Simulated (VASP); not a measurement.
Input of a VASP 6.6.1 run:

File INCAR:

```
SYSTEM = ZnSe
PREC     = Accurate       ! precision mode
ENCUT    = 600            ! plane-wave cutoff, eV
EDIFF    = 1E-6           ! SCF threshold, eV
ISMEAR   = -1             ! smearing method
SIGMA    = 0.05           ! smearing width, eV
LREAL    = .False.        ! projectors in reciprocal space
LASPH    = .True.         ! aspherical terms in the spheres
NELM     = 100            ! most SCF steps
ALGO     = Normal         ! electronic algorithm
ISIF     = 3              ! what is computed and relaxed
LWAVE    = .False.        ! write WAVECAR
LCHARG   = .False.        ! write CHGCAR
GGA      = PE             ! functional
IVDW     = 13             ! dispersion correction
IBRION   = 2              ! ionic algorithm
NSW      = 80             ! ionic steps
EDIFFG   = -0.02          ! ionic threshold
```

File KPOINTS:

```
Automatic mesh
0
Gamma
  8 8 8
  0 0 0
```

The input POSCAR:

```
ZnSe
1.0
    0.0000000000      2.8338000000      2.8338000000
    2.8338000000      0.0000000000      2.8338000000
    2.8338000000      2.8338000000      0.0000000000
Se Zn
1 1
Direct
    0.7500000000      0.7500000000      0.7500000000
    0.0000000000      0.0000000000      0.0000000000
```

Potentials or basis: VASP PAW PBE potentials, release 64 (Se, Zn).

Command:

```bash
$ cat potpaw_PBE.64/Se/POTCAR potpaw_PBE.64/Zn/POTCAR > POTCAR
$ mpirun -np 1 vasp_std > vasp.out
```

(1) What does it give for the dispersion energy per atom?

(2) Predict the band gap on the k mesh.

Answers

(1) -0.317 eV.

(2) 1.29 eV, direct.

Caveat: the relaxation stopped at its first step, so nothing moved.
